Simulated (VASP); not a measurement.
Input of a VASP 6.6.1 run:

File INCAR:

```
SYSTEM = SrAs12Os4
  PREC = Accurate
  ENCUT = 520
  EDIFF = 1E-6
  ISMEAR = 0
  SIGMA = 0.05
  LREAL = Auto
  LASPH = .True.
  NELM = 60
  ALGO = Normal
  ISIF = 2
  LWAVE = .False.
  LCHARG = .False.
  GGA = PE
  NBANDS = 65
```

Contents of KPOINTS:

```
Automatic mesh
0
Gamma
  6 6 6
  0 0 0
```

POSCAR

```
SrAs12Os4
1.0
   -4.3238297662      4.3238297662      4.3238297662
    4.3238297662     -4.3238297662      4.3238297662
    4.3238297662      4.3238297662     -4.3238297662
Sr As Os
1 12 4
Direct
    0.0000000000      0.0000000000      0.0000000000
    0.3504482818      0.1998985913      0.8494503094
    0.6495517182      0.8001014087      0.1505496906
    0.6495517182      0.4990020276      0.8494503094
    0.3504482818      0.5009979724      0.1505496906
    0.1998985913      0.8494503094      0.3504482818
    0.8001014087      0.1505496906      0.6495517182
    0.4990020276      0.8494503094      0.6495517182
    0.5009979724      0.1505496906      0.3504482818
    0.8494503094      0.3504482818      0.1998985913
    0.1505496906      0.6495517182      0.8001014087
    0.8494503094      0.6495517182      0.4990020276
    0.1505496906      0.3504482818      0.5009979724
    0.0000000000      0.0000000000      0.5000000000
    0.5000000000      0.0000000000      0.0000000000
    0.0000000000      0.5000000000      0.0000000000
    0.5000000000      0.5000000000      0.5000000000
```

Potentials or basis: VASP PAW PBE potentials, release 64 (Sr_sv, As, Os).

Launch:

```console
$ cat potpaw_PBE.64/Sr_sv/POTCAR potpaw_PBE.64/As/POTCAR potpaw_PBE.64/Os/POTCAR > POTCAR
$ mpirun -np 1 vasp_std > vasp.out
```

Problem. Estimate the pressure.

Solution. 0.3 GPa.

Problem. What does it give for the band gap on the k mesh?

Solution. Zero (bands 51 and 52 overlap by 0.97 eV).

Problem. Predict the largest force.

Solution. 0.017 eV/Å.

Forces on the atoms (eV/Å):
```
Sr   0.000  0.000  0.000
As  -0.013  0.000  0.011
As   0.013  0.000 -0.011
As  -0.013  0.000 -0.011
As   0.013  0.000  0.011
As   0.000  0.011 -0.013
As   0.000 -0.011  0.013
As   0.000 -0.011 -0.013
As   0.000  0.011  0.013
As   0.011 -0.013  0.000
As  -0.011  0.013  0.000
As  -0.011 -0.013  0.000
As   0.011  0.013  0.000
Os   0.000  0.000  0.000
Os   0.000  0.000  0.000
Os   0.000  0.000  0.000
Os   0.000  0.000  0.000
```

Caveat: spin-orbit coupling is left out, which moves the levels of the heavy elements.
